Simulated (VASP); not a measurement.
# MgH2Ir2 (I4/mmm) in VASP: a series of runs

MgH2Ir2 is run at these levels: PBE; tasks: single point, relaxation of cell and atoms.

Program: VASP 6.6.1. These are calculated values, not measurements. Logs are shortened: lines on timing, memory, paths and dates and some standing lists are left out, and cuts for length are marked.

### Step 1. The cell of the first run

Symmetry: I4/mmm, No. 139, tetragonal system. Conventional cell: a = 3.656 Å, b = 3.656 Å, c = 8.785 Å, α = 90.00°, β = 90.00°, γ = 90.00°. Within 3.7 Å of Mg (site symmetry 4/mmm) lie 10 H at 2.79 to 3.35 Å and 8 Ir at 2.86 Å and 4 Mg at 3.66 Å. H (site symmetry 4mm) has 1 H at 2.09 Å and 4 Ir at 2.16 Å and 4 Mg at 2.79 Å within 2.8 Å. Ir (site symmetry -4m2) has 4 H at 2.16 Å and 4 Ir at 2.59 Å and 4 Mg at 2.86 Å within 2.9 Å.

The cell was generated, and may not be a known phase.

### Step 2. Single point, PBE

Input file INCAR:

```
SYSTEM = MgH2Ir2
PREC = Accurate
ENCUT = 520
EDIFF = 1E-6
ISMEAR = 0
SIGMA = 0.1
LREAL = .FALSE.
LASPH = .TRUE.
NELM = 60
ALGO = Normal
ISIF = 2
LWAVE = .FALSE.
LCHARG = .TRUE.
GGA = PE
LELF = .TRUE.
LVHAR = .TRUE.
NBANDS = 19
```

Input file KPOINTS:

```
regular mesh
0
G
  6 6 6
  0 0 0
```

Input file POSCAR:

```
MgH2Ir2
1.0
   -1.8280769700      1.8280769700      4.3922600300
    1.8280769700     -1.8280769700      4.3922600300
    1.8280769700      1.8280769700     -4.3922600300
Mg H Ir
1 2 2
Direct
    0.0000000000      0.0000000000      0.0000000000
    0.6186978800      0.6186978800      0.0000000000
    0.3813021200      0.3813021200      0.0000000000
    0.2500000000      0.7500000000      0.5000000000
    0.7500000000      0.2500000000      0.5000000000
```

Potentials or basis: VASP PAW PBE potentials, release 64 (Mg, H, Ir).

Started as:

```
$ cat potpaw_PBE.64/Mg/POTCAR potpaw_PBE.64/H/POTCAR potpaw_PBE.64/Ir/POTCAR > POTCAR
$ mpirun -np 1 vasp_std > vasp.out
```

OUTCAR:

```text
SYSTEM = MgH2Ir2
   PREC = Accurate
   ENCUT = 520
   EDIFF = 1E-6
   ISMEAR = 0
   LREAL = .FALSE.
   LASPH = .TRUE.
   NELM = 60
   ISIF = 2
   GGA = PE

 ion  position               nearest neighbor table
   1  0.000  0.000  0.000-   5 2.86   4 2.86   4 2.86   5 2.86   4 2.86   5 2.86   5 2.86   4 2.86

   2  0.619  0.619  0.000-
   3  0.381  0.381  0.000-
   4  0.250  0.750  0.500-   5 2.59   5 2.59   5 2.59   5 2.59   1 2.86   1 2.86   1 2.86   1 2.86

   5  0.750  0.250  0.500-   4 2.59   4 2.59   4 2.59   4 2.59   1 2.86   1 2.86   1 2.86   1 2.86

  LATTYP: Found a body centered tetragonal cell.
 ALAT       =     3.6561539400
 C/A-ratio  =     2.4026669019

  Lattice vectors:

 A1 = (  -1.8280769700,   1.8280769700,   4.3922600300)
 A2 = (   1.8280769700,  -1.8280769700,   4.3922600300)
 A3 = (   1.8280769700,   1.8280769700,  -4.3922600300)

Analysis of symmetry for initial positions (statically):
=====================================================================
 Subroutine PRICEL returns:
 Original cell was already a primitive cell.

 Routine SETGRP: Setting up the symmetry group for a
 body centered tetragonal supercell.

 Subroutine GETGRP returns: Found 16 space group operations
 (whereof 16 operations were pure point group operations)
 out of a pool of 16 trial point group operations.

The static configuration has the point symmetry D_4h.

Analysis of symmetry for dynamics (positions and initial velocities):
=====================================================================
 Subroutine PRICEL returns:
 Original cell was already a primitive cell.

 Routine SETGRP: Setting up the symmetry group for a
 body centered tetragonal supercell.

 Subroutine GETGRP returns: Found 16 space group operations
 (whereof 16 operations were pure point group operations)
 out of a pool of 16 trial point group operations.

The dynamic configuration has the point symmetry D_4h.

 Subroutine INISYM returns: Found 16 space group operations
 (whereof 16 operations are pure point group operations),
 and found     1 'primitive' translations

----------------------------------------------------------------------------------------

                                     Primitive cell

  volume of cell :      58.7134

  direct lattice vectors                    reciprocal lattice vectors
    -1.828076970  1.828076970  4.392260030     0.000000000  0.273511459  0.113836612
     1.828076970 -1.828076970  4.392260030     0.273511459  0.000000000  0.113836612
     1.828076970  1.828076970 -4.392260030     0.273511459  0.273511459  0.000000000

  length of vectors
     5.096634084  5.096634084  5.096634084     0.296255452  0.296255452  0.386803615

  position of ions in fractional coordinates (direct lattice)
     0.000000000  0.000000000  0.000000000
     0.618697880  0.618697880  0.000000000
     0.381302120  0.381302120  0.000000000
     0.250000000  0.750000000  0.500000000
     0.750000000  0.250000000  0.500000000

  ion indices of the primitive-cell ions
   primitive index   ion index
                 1           1
                 2           2
                 3           3
                 4           4
                 5           5

----------------------------------------------------------------------------------------

 KPOINTS: regular mesh

Automatic generation of k-mesh.
 Grid dimensions read from file:
 generate k-points for:    6    6    6

 Generating k-lattice:

  Cartesian coordinates                     Fractional coordinates (reciprocal lattice)
     0.000000000  0.045585243  0.018972769     0.166666667 -0.000000000  0.000000000
     0.045585243  0.000000000  0.018972769    -0.000000000  0.166666667  0.000000000
     0.045585243  0.045585243  0.000000000     0.000000000  0.000000000  0.166666667

  Length of vectors
     0.049375909  0.049375909  0.064467269

  Shift w.r.t. Gamma in fractional coordinates (k-lattice)
     0.000000000  0.000000000  0.000000000

 Subroutine IBZKPT returns following result:
 ===========================================

 Found     30 irreducible k-points:

 Following reciprocal coordinates:
            Coordinates               Weight
  0.000000  0.000000  0.000000      1.000000
  0.166667  0.000000  0.000000      8.000000
  0.333333 -0.000000  0.000000      8.000000
  0.500000 -0.000000  0.000000      4.000000
  0.166667  0.166667  0.000000      8.000000
  0.333333  0.166667  0.000000     16.000000
[... 16 lines left out ...]
 -0.333333 -0.333333  0.166667      8.000000
 -0.166667 -0.333333  0.166667      8.000000
 [... further k-points ...]
   k-points           NKPTS =     30   k-points in BZ     NKDIM =     30   number of bands    NBANDS=     19
   number of dos      NEDOS =    301   number of ions     NIONS =      5
   total plane-waves  NPLWV =  64000
   dimension x,y,z NGX =    40 NGY =   40 NGZ =   40
   dimension x,y,z NGXF=    80 NGYF=   80 NGZF=   80
   ions per type =               1   2   2
   NGX,Y,Z   is equivalent  to a cutoff of  13.05, 13.05, 13.05 a.u.
   NGXF,Y,Z  is equivalent  to a cutoff of  26.10, 26.10, 26.10 a.u.
 SYSTEM =  MgH2Ir2
   PREC   = accura    normal or accurate (medium, high low for compatibility)
   ISTART =      0    job   : 0-new  1-cont  2-samecut
   ICHARG =      2    charge: 1-file 2-atom 10-const
   ISPIN  =      1    spin polarized calculation?
   LNONCOLLINEAR =      F non collinear calculations
   LSORBIT =      F    spin-orbit coupling
   LASPH  =      T    aspherical Exc in radial PAW
   ENCUT  =  520.0 eV  38.22 Ry    6.18 a.u.   9.48  9.48  9.48*2*pi/ulx,y,z
   NELM   =     60;   NELMIN=  2; NELMDL= -5     # of ELM steps
   EDIFF  = 0.1E-05   stopping-criterion for ELM
   LREAL  =      F    real-space projection
   EDIFFG = 0.1E-04   stopping-criterion for IOM
   NSW    =      0    number of steps for IOM
   IBRION =     -1    ionic relax: 0-MD 1-quasi-New 2-CG
   NFREE  =      0    steps in history (QN), initial steepest desc. (CG)
   ISIF   =      2    stress and relaxation
   ISYM   =      2    0-nonsym 1-usesym 2-fastsym
   POTIM  = 0.5000    time-step for ionic-motion
   TEBEG  =    0.0;   TEEND  =   0.0 temperature during run
   PSTRESS=    0.0 pullay stress
   NELECT =      22.0000    total number of electrons
   NUPDOWN=      -1.0000    fix difference up-down
   EMIN   =  10.00;   EMAX   =-10.00  energy-range for DOS
   EFERMI =   0.00;   METHOD = LEGACY
   ISMEAR =     0;   SIGMA  =   0.10  broadening in eV -4-tet -1-fermi 0-gaus
   EFERMI_NEDOS =   21; number of points for ismear=-14 and -15
   IALGO  =     38    algorithm
   IMIX   =      4    mixing-type and parameters
     AMIX     =   0.40;   BMIX     =  1.00
     AMIX_MAG =   1.60;   BMIX_MAG =  1.00
  volume/ion in A,a.u.               =      11.74        79.24
  Fermi-wavevector in a.u.,A,eV,Ry     =   1.180239  2.230329 18.952436  1.392965
  Thomas-Fermi vector in A             =   2.316535
   LORBIT       =      0    0 simple, 1 ext, 2 COOP (PROOUT), +10 PAW based schemes
   GGA     = PE    functional components
   LHFCALC =     F    Hartree Fock is set to
   AEXX    =    0.0000 exact exchange contribution
   IVDW    =     0    specifies the selected vdW correction
   LEPSILON=     F    determine dielectric tensor
   LRPA    =     F    only Hartree local field effects (RPA)
 non-spin polarized calculation
 Gauss-broadening in eV      SIGMA  =   0.10
  energy-cutoff  :      520.00
  volume of cell :       58.71
 maximum number of plane-waves:      1597
 NGX is ok and might be reduce to    40
   NGX = 19   NGY = 19   NGZ = 19

 number of electron      22.0000001 magnetization

 Free energy of the ion-electron system (eV)
  ---------------------------------------------------
  ext. energy  EPLUGINS =         0.00000000
  ---------------------------------------------------
  free energy    TOTEN  =       -24.52045701 eV

  energy without entropy =      -24.50451373  energy(sigma->0) =      -24.51248537

 E-fermi :   5.6417     XC(G=0): -11.3354

 val. band max:        5.6393514919   @ k =  -0.1667   0.1667   0.0000
 cond. band min:       5.6879059184   @ k =  -0.3333   0.5000   0.1667
 fundamental gap:      0.0485544265
 Fermi energy:         5.6417139697

 k-point     1 :       0.0000    0.0000    0.0000
  band No.  band energies     occupation
      1      -4.4382      2.00000
      2      -1.5125      2.00000
      3       0.1764      2.00000
      4       0.6403      2.00000
      5       1.9291      2.00000
      6       1.9291      2.00000
[... 11 lines left out ...]
     18      13.5269      0.00000
     19      14.4424      0.00000

 k-point     2 :       0.1667    0.0000    0.0000
  band No.  band energies     occupation
      1      -4.0103      2.00000
      2      -1.2627      2.00000
      3       0.5013      2.00000
      4       0.8899      2.00000
      5       1.6260      2.00000
      6       2.1333      2.00000
[... 11 lines left out ...]
     18      14.0135      0.00000
     19      15.0154      0.00000

 k-point     3 :       0.3333   -0.0000    0.0000
  band No.  band energies     occupation
      1      -2.8717      2.00000
      2      -0.8219      2.00000
      3       1.1694      2.00000
      4       1.4486      2.00000
      5       1.4564      2.00000
      6       2.5051      2.00000
[... 11 lines left out ...]
     18      14.1751      0.00000
     19      15.9448      0.00000

 k-point     4 :       0.5000   -0.0000    0.0000
  band No.  band energies     occupation
      1      -1.9032      2.00000
      2      -0.8543      2.00000
      3       1.0229      2.00000
      4       1.7453      2.00000
      5       2.9770      2.00000
      6       2.9888      2.00000
[... 11 lines left out ...]
     18      14.5349      0.00000
     19      15.4631      0.00000

 k-point     5 :       0.1667    0.1667    0.0000
  band No.  band energies     occupation
      1      -3.5307      2.00000
      2      -1.0933      2.00000
      3       0.5678      2.00000
      4       1.2055      2.00000
      5       1.2934      2.00000
      6       2.4453      2.00000
[... 11 lines left out ...]
     18      14.3994      0.00000
     19      15.2493      0.00000

 k-point     6 :       0.3333    0.1667    0.0000
  band No.  band energies     occupation
      1      -2.4299      2.00000
      2      -0.8023      2.00000
      3       0.8287      2.00000
      4       1.0824      2.00000
      5       1.8196      2.00000
      6       2.7571      2.00000
[... 11 lines left out ...]
     18      14.1584      0.00000
     19      15.3129      0.00000

 k-point     7 :       0.5000    0.1667    0.0000
  band No.  band energies     occupation
      1      -1.7474      2.00000
      2      -0.6380      2.00000
      3       0.7135      2.00000
      4       1.3356      2.00000
      5       2.3068      2.00000
      6       2.5300      2.00000
[... 11 lines left out ...]
     18      14.5719      0.00000
     19      15.5564      0.00000

 k-point     8 :      -0.3333    0.1667   -0.0000
  band No.  band energies     occupation
      1      -2.7316      2.00000
      2      -0.4802      2.00000
      3       0.5953      2.00000
      4       1.2306      2.00000
      5       1.8743      2.00000
      6       2.4325      2.00000
[... 256 lines left out ...]
 k-point    20 :       0.5000    0.5000    0.1667
  band No.  band energies     occupation
      1      -1.3457      2.00000
      2      -1.0564      2.00000
      3       0.5775      2.00000
      4       1.4280      2.00000
      5       1.5611      2.00000
      6       2.3563      2.00000
[... 11 lines left out ...]
     18      13.6402      0.00000
     19      14.2876      0.00000

 k-point    21 :      -0.3333    0.5000    0.1667
  band No.  band energies     occupation
      1      -1.9124      2.00000
      2      -1.3048      2.00000
      3       0.9107      2.00000
      4       1.0475      2.00000
      5       1.8296      2.00000
      6       2.8281      2.00000
[... 11 lines left out ...]
     18      14.9444      0.00000
     19      15.5047      0.00000

 k-point    22 :      -0.1667    0.5000    0.1667
  band No.  band energies     occupation
      1      -2.4152      2.00000
      2      -1.2130      2.00000
      3       0.9582      2.00000
      4       1.4684      2.00000
      5       1.5595      2.00000
      6       2.8213      2.00000
[... 11 lines left out ...]
     18      15.1697      0.00000
     19      16.5288      0.00000

 k-point    23 :      -0.3333   -0.3333    0.1667
  band No.  band energies     occupation
      1      -3.0637      2.00000
      2      -1.4621      2.00000
      3       0.5268      2.00000
      4       0.8753      2.00000
      5       1.4958      2.00000
      6       2.6590      2.00000
[... 11 lines left out ...]
     18      14.9889      0.00000
     19      15.6003      0.00000

 k-point    24 :      -0.1667   -0.3333    0.1667
  band No.  band energies     occupation
      1      -3.6677      2.00000
      2      -1.4899      2.00000
      3       0.5081      2.00000
      4       0.6357      2.00000
      5       1.7748      2.00000
      6       2.2342      2.00000
[... 11 lines left out ...]
     18      14.0514      0.00000
     19      15.6350      0.00000

 [... further k-points ...]

------------------------ aborting loop because EDIFF is reached ----------------------------------------

  FORCE on cell =-STRESS in cart. coord.  units (eV):
  Direction    XX          YY          ZZ          XY          YZ          ZX
  --------------------------------------------------------------------------------------
  -------------------------------------------------------------------------------------
  Total        1.7954522      1.7954522     -3.5908238      0.0000000      0.0000000      0.0000000
  in kB       48.9945129     48.9945129    -97.9868251      0.0000000      0.0000000      0.0000000
  external PRESSURE =       0.0007336 kB  Pullay stress =       0.0000000 kB

 VOLUME and BASIS-vectors are now :
 -----------------------------------------------------------------------------
  energy-cutoff  :      520.00
  volume of cell :       58.71
      direct lattice vectors                 reciprocal lattice vectors
    -1.828076970  1.828076970  4.392260030     0.000000000  0.273511459  0.113836612
     1.828076970 -1.828076970  4.392260030     0.273511459  0.000000000  0.113836612
     1.828076970  1.828076970 -4.392260030     0.273511459  0.273511459  0.000000000

 POSITION                                       TOTAL-FORCE (eV/Angst)
 -----------------------------------------------------------------------------------
      0.00000      0.00000      0.00000         0.000000      0.000000     -0.000000
      0.00000      0.00000      5.43496        -0.000000     -0.000000      1.444159
      0.00000      0.00000      3.34956        -0.000000     -0.000000     -1.444159
      1.82808     -0.00000      2.19613         0.000000      0.000000     -0.000000
     -0.00000      1.82808      2.19613         0.000000      0.000000     -0.000000
 -----------------------------------------------------------------------------------
    total drift:                                0.000000      0.000000     -0.000000

  FREE ENERGIE OF THE ION-ELECTRON SYSTEM (eV)
  ---------------------------------------------------
  free  energy   TOTEN  =       -24.5204570117 eV

  energy  without entropy=      -24.5045137306  energy(sigma->0) =      -24.51248537
```

It took 69 s on 1 thread of Oxide Virtual Turin-like, shared host; peak memory 0.22 GiB.

Results:

- Free energy: -24.5205 eV
- Pressure: 0.0 GPa
- Largest force: 1.444 eV/Å
- Band gap on the k mesh: zero (bands 11 and 12 overlap by 2.69 eV)

Forces on the atoms (eV/Å):
```
Mg   0.000  0.000  0.000
H    0.000  0.000  1.444
H    0.000  0.000 -1.444
Ir   0.000  0.000  0.000
Ir   0.000  0.000  0.000
```

Caveat: the stress differs along the axes, from -10 to 5 GPa; spin-orbit coupling is left out, which moves the levels of the heavy elements; forces of over 1 eV/Å act on the atoms, so gaps and moduli don't describe the material at rest.

### Step 3. Single point, PBE

This run uses another cell than the first one, of 12.25 Å³/atom.

Input file INCAR:

```
SYSTEM = MgH2Ir2
PREC     = Accurate       ! precision mode
ENCUT    = 520            ! plane-wave cutoff, eV
EDIFF    = 1E-6           ! SCF threshold, eV
ISMEAR   = 0              ! smearing method
SIGMA    = 0.1            ! smearing width, eV
LREAL    = .FALSE.        ! projectors in reciprocal space
LASPH    = .TRUE.         ! aspherical terms in the spheres
NELM     = 80             ! most SCF steps
ALGO     = Fast           ! electronic algorithm
ISIF     = 2              ! what is computed and relaxed
LWAVE    = .FALSE.        ! write WAVECAR
LCHARG   = .TRUE.         ! write CHGCAR
GGA      = PE             ! functional
LELF     = .TRUE.         ! ELF
LVHAR    = .TRUE.       
NBANDS   = 19             ! bands
```

KPOINTS is that of step 2.

Input file POSCAR:

```
MgH2Ir2
1.0
   -1.8957618034      1.8957618034      4.2595148667
    1.8957618034     -1.8957618034      4.2595148667
    1.8957618034      1.8957618034     -4.2595148667
Mg H Ir
1 2 2
Direct
    0.0000000000      0.0000000000      0.0000000000
    0.7015255243      0.7015255243      0.0000000000
    0.2984744757      0.2984744757      0.0000000000
    0.2500000000      0.7500000000      0.5000000000
    0.7500000000      0.2500000000      0.5000000000
```

Potentials or basis: VASP PAW PBE potentials, release 64 (Mg, H, Ir).

Started as:

```
$ cat potpaw_PBE.64/Mg/POTCAR potpaw_PBE.64/H/POTCAR potpaw_PBE.64/Ir/POTCAR > POTCAR
$ mpirun -np 1 vasp_std > vasp.out
```

Wall time 2 min (1 thread of Oxide Virtual Turin-like, shared host); peak memory 0.23 GiB.

Results (log left out):

| Property | Result |
| --- | --- |
| Free energy | -25.5963 eV |
| Pressure | 0.1 GPa |
| Largest force | 0.010 eV/Å |
| Band gap on the k mesh | zero (bands 11 and 12 overlap by 2.83 eV) |

Forces in eV/Å, atoms in the order of the input:
```
Mg   0.000  0.000  0.000
H    0.000  0.000 -0.010
H    0.000  0.000  0.010
Ir   0.000  0.000  0.000
Ir   0.000  0.000  0.000
```

Stress tensor (GPa, compression positive):
```
 0.31  0.00  0.00
 0.00  0.31  0.00
 0.00  0.00 -0.17
```

Levels at points of the mesh, in eV from the Fermi level:
```
           k point  band 8  band 9  band 10  band 11  band 12  band 13  band 14  band 15
(0.00, 0.00, 0.00)   -0.13   -0.13     0.41     0.77     2.71     4.61     4.76     4.76
(0.50, 0.00, 0.00)   -1.95   -1.78    -1.77    -1.73    -1.72     3.24     3.62     6.83
(0.50, 0.50, 0.00)   -1.78   -1.77    -1.06     0.24     0.30     1.24     4.01     4.82
(0.50, 0.50, 0.50)   -1.20   -0.20    -0.20     0.77     2.71     3.38     3.38     6.34
```

Caveat: spin-orbit coupling is left out, which moves the levels of the heavy elements.

(Part 1 of 2 ends here.)

The gap in the log of VASP goes by the Fermi energy; the results here count the filled bands.